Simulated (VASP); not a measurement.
Crystal: NaCl.

```
Na Cl
1.0
     0.00000    2.80270    2.80270
     2.80270    0.00000    2.80270
     2.80270    2.80270    0.00000
Na Cl
1 1
Direct
  0.00000 0.00000 0.00000
  0.50000 0.50000 0.50000
```

Base run:

* Program: VASP 6.6.1
* Functional: PBE
* Potentials or basis: VASP PAW PBE potentials, release 64 (Na_pv, Cl)
* Cutoff: 520 eV
* k mesh: 6 × 6 × 6
* Occupations: gaussian, width 0.01 eV
* Spin: no spin polarisation

Its results: band gap on the k mesh 5.18 eV.

**Question.** The run is repeated on the same cell with these changes: functional from PBE to HSE06; further incar settings from ALGO = Normal; EDIFF = 1e-08 to ALGO = Normal; EDIFF = 1e-06; NBANDS = 14. What comes out?

**Answer.** Band gap on the k mesh 6.55 eV.

